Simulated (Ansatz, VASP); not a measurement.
Two plane-wave programs on Cd

```xyz
1
Lattice="0.0000 2.2539 2.4349 2.2539 0.0000 2.4349 2.2539 2.2539 0.0000" Properties=species:S:1:pos:R:3 pbc="T T T"
Cd    0.0000    0.0000    0.0000
```

Alike in both runs: task single point; functional PBE; k mesh 18 × 18 × 18; occupations gaussian, width 0.15 eV; no spin polarisation.

```csv
,VASP,Ansatz
version,VASP 6.6.1,Ansatz 0.2.0
potentials or method,"VASP PAW PBE potentials, release 64 (Cd), cutoff 520 eV","scalar-relativistic, plane waves, PAW"
valence electrons in the cell,12,20
```

VASP gave:

```
gap on the k mesh at the Fermi level (eV)                     : none
pressure (GPa)                                                : -2.3
traceless stress, the component that is largest in VASP (GPa) : -1.35
```

Q: Estimate Ansatz's values.

A: gap on the k mesh at the Fermi level (eV): none; pressure (GPa): -2.4; traceless stress, the component that is largest in VASP (GPa): -1.35.

A gap of «none» marks a metal or a gap that the smearing closes. VASP's potentials hold 12 valence electrons a cell and Ansatz's 20, so a difference there can come from the potentials and not from the codes.
